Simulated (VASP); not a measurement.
Write the native input for VASP 6.6.1 that does the following.

```yaml
Task: single point
Functional: r2SCAN
Potentials_or_basis: VASP PAW PBE potentials, release 64 (In_d, P)
Cutoff: 520 eV
k_mesh: 8 × 8 × 8
Occupations: gaussian, width 0.01 eV
Spin: no spin polarisation
Dipole_correction: no
Further_INCAR_settings: ALGO = Normal; EDIFF = 1e-06; NBANDS = 16
```

Crystal: InP.

```
In P
1.0
     0.00000    2.95379    2.95379
     2.95379    0.00000    2.95379
     2.95379    2.95379    0.00000
In P
1 1
Direct
  0.00000 0.00000 0.00000
  0.25000 0.25000 0.25000
```

The input as run:

POSCAR

```
InP
1.0
    0.0000000000      2.9537876370      2.9537876370
    2.9537876370      0.0000000000      2.9537876370
    2.9537876370      2.9537876370      0.0000000000
In P
1 1
Direct
    0.0000000000      0.0000000000      0.0000000000
    0.2500000000      0.2500000000      0.2500000000
```

INCAR.step1

```
SYSTEM = InP
PREC     = Accurate       ! precision mode
ENCUT    = 520            ! plane-wave cutoff, eV
ISMEAR   = 0              ! smearing method
SIGMA    = 0.01           ! smearing width, eV
LREAL    = .FALSE.        ! projectors in reciprocal space
LASPH    = .TRUE.         ! aspherical terms in the spheres
NELM     = 80             ! most SCF steps
NBANDS   = 16             ! bands
GGA      = PE             ! functional
ALGO     = Normal         ! electronic algorithm
EDIFF    = 1E-4           ! SCF threshold, eV
LWAVE    = .TRUE.         ! write WAVECAR
LCHARG   = .FALSE.        ! write CHGCAR
```

INCAR.step2

```
SYSTEM = InP
PREC     = Accurate       ! precision mode
ENCUT    = 520            ! plane-wave cutoff, eV
EDIFF    = 1E-6           ! SCF threshold, eV
ISMEAR   = 0              ! smearing method
SIGMA    = 0.01           ! smearing width, eV
LREAL    = .FALSE.        ! projectors in reciprocal space
LASPH    = .TRUE.         ! aspherical terms in the spheres
NELM     = 80             ! most SCF steps
ALGO     = Normal         ! electronic algorithm
ISIF     = 2              ! what is computed and relaxed
LWAVE    = .FALSE.        ! write WAVECAR
LCHARG   = .TRUE.         ! write CHGCAR
METAGGA  = R2SCAN         ! meta-GGA
LMIXTAU  = .TRUE.       
LELF     = .TRUE.         ! ELF
LVHAR    = .TRUE.       
NBANDS   = 16             ! bands
ISTART   = 1
```

KPOINTS

```
Automatic mesh
0
G
  8 8 8
  0 0 0
```

Potentials or basis: VASP PAW PBE potentials, release 64 (In_d, P).

Launch:

```console
$ cat potpaw_PBE.64/In_d/POTCAR potpaw_PBE.64/P/POTCAR > POTCAR
$ cp INCAR.step1 INCAR
$ mpirun -np 1 vasp_std > vasp.out
$ cp INCAR.step2 INCAR
$ mpirun -np 1 vasp_std > vasp.out
```

Results of the run:

* Pressure: -0.1 GPa
* Band gap on the k mesh: 1.03 eV, direct

Caveat: the PAW data sets were made with another functional, which shifts forces and pressure a little; spin-orbit coupling is left out, which moves the levels of the heavy elements.

Run time: 85 s on 1 thread of Intel Xeon 6975P-C, on a shared host, peak memory 0.19 GiB.
